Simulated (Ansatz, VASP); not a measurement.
**Two plane-wave programs on RbCaH3**

INCAR

```
SYSTEM = RbCaH3
  PREC = Accurate
  ENCUT = 520
  EDIFF = 1E-6
  ISMEAR = 0
  SIGMA = 0.05
  LREAL = .False.
  LASPH = .True.
  NELM = 60
  ALGO = Normal
  ISIF = 2
  LWAVE = .False.
  LCHARG = .True.
  GGA = CA
  LELF = .True.
  LVHAR = .True.
  NBANDS = 19
```

File KPOINTS:

```
regular mesh
0
Gamma
  6 6 6
  0 0 0
```

The input POSCAR:

```
RbCaH3
1.0
    4.6041932179     -0.4926996432     -0.4926996432
   -0.4926996432      4.6041932179     -0.4926996432
   -0.4926996432     -0.4926996432      4.6041932179
Rb Ca H
1 1 3
Direct
    0.0000000000      0.0000000000      0.0000000000
    0.5000000000      0.5000000000      0.5000000000
    0.0000000000      0.5000000000      0.5000000000
    0.5000000000      0.0000000000      0.5000000000
    0.5000000000      0.5000000000      0.0000000000
```

Input for Ansatz:

```yaml
crystal:
  lattice:
    - [4.6041932179, -0.4926996432, -0.4926996432]
    - [-0.4926996432, 4.6041932179, -0.4926996432]
    - [-0.4926996432, -0.4926996432, 4.6041932179]
  atoms:
    - { symbol: Rb, position: [0.0, 0.0, 0.0] }
    - { symbol: Ca, position: [0.5, 0.5, 0.5] }
    - { symbol: H, position: [0.0, 0.5, 0.5] }
    - { symbol: H, position: [0.5, 0.0, 0.5] }
    - { symbol: H, position: [0.5, 0.5, 0.0] }
basis:
  ecutwfc: 420
kpoints:
  mp_grid: { grid: [6, 6, 6] }
hamiltonian:
  xc: lda
scf:
  occupations: { method: gaussian, width: 0.05 }
output:
  forces: true
  stress: true
  eigenvalues: true
```

Alike in both runs: task single point; functional LDA; k mesh 6 × 6 × 6; occupations gaussian, width 0.05 eV; no spin polarisation.

|  | VASP | Ansatz |
| --- | --- | --- |
| version | VASP 6.6.1 | Ansatz 0.2.0 |
| potentials or method | VASP PAW LDA potentials, release 64 (Rb_sv, Ca_sv, H), cutoff 520 eV | scalar-relativistic, plane waves, PAW |
| valence electrons in the cell | 22 | 22 |

```csv
,VASP,Ansatz,Ansatz less VASP
gap on the k mesh at the Fermi level (eV),1.97,1.98,+0.008
least direct gap on the mesh (eV),2.22,2.23,+0.009
pressure (GPa),-2.2,-2.2,-0.03
"traceless stress, the component that is largest in VASP (GPa)",4.39,4.38,-0.012
```

LDA's correlation is that of Perdew and Zunger in VASP and of Perdew and Wang (1992) in Ansatz.
